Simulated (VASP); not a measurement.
# LiF: single point with PBE

The system is LiF.

```xyz
2
Lattice="0.0000 1.9951 1.9951 1.9951 0.0000 1.9951 1.9951 1.9951 0.0000" Properties=species:S:1:pos:R:3 pbc="T T T"
Li    0.0000    0.0000    0.0000
F     1.9951    1.9951    1.9951
```

```
Program                : VASP 6.6.1
Task                   : single point
Functional             : PBE
Potentials or basis    : VASP PAW PBE potentials, release 64 (Li_sv, F)
Cutoff                 : 520 eV
k mesh                 : 8 × 8 × 8
Occupations            : gaussian, width 0.01 eV
Spin                   : no spin polarisation
Dipole correction      : no
Further INCAR settings : ALGO = Normal; EDIFF = 1e-07; NBANDS = 12
```

```
Band gap on the k mesh : 9.35 eV, direct
```

Levels at points of the mesh, in eV from the valence-band top:
| k point | band 1 | band 2 | band 3 | band 4 | band 5 | band 6 | band 7 | band 8 | band 9 | band 10 |
| --- | --- | --- | --- | --- | --- | --- | --- | --- | --- | --- |
| (0.00, 0.00, 0.00) | -40.86 | -20.05 | 0.00 | 0.00 | 0.00 | 9.35 | 24.34 | 24.34 | 24.34 | 24.60 |
| (0.50, 0.00, 0.00) | -40.79 | -19.60 | -2.60 | -0.24 | -0.24 | 10.92 | 17.08 | 19.12 | 19.12 | 30.88 |
| (0.50, 0.50, 0.00) | -40.78 | -19.31 | -3.13 | -1.04 | -1.04 | 15.08 | 16.61 | 17.80 | 20.57 | 20.57 |

Wall time 4.3 s on 1 thread of AMD EPYC 9R45 96-Core Processor (Zen 5) (shared host), peak memory 0.1 GiB.

 A k mesh can miss the band edges.
